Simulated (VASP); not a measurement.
Input of a VASP 6.6.1 run:

Contents of INCAR:

```
ALGO = Normal
EDIFF = 1E-6
ENCUT = 520
GGA = CA
ISIF = 2
ISMEAR = -1
LASPH = True
LCHARG = True
LELF = True
LREAL = False
LVHAR = True
LWAVE = False
NBANDS = 12
NELM = 100
PREC = Accurate
SIGMA = 0.1
```

KPOINTS

```
k-points
0
Gamma
  16 16 16
```

POSCAR

```
LiF
1.0
    0.0000000000      1.9544626758      1.9544626758
    1.9544626758      0.0000000000      1.9544626758
    1.9544626758      1.9544626758      0.0000000000
Li F
1 1
Direct
    0.0000000000      0.0000000000      0.0000000000
    0.5000000000      0.5000000000      0.5000000000
```

Potentials or basis: VASP PAW LDA potentials, release 64 (Li_sv, F).

Command:

```console
$ cat potpaw_LDA.64/Li_sv/POTCAR potpaw_LDA.64/F/POTCAR > POTCAR
$ mpirun -np 1 vasp_std > vasp.out
```

(1) Estimate the band gap on the k mesh.

## Answers

(1) 9.69 eV.
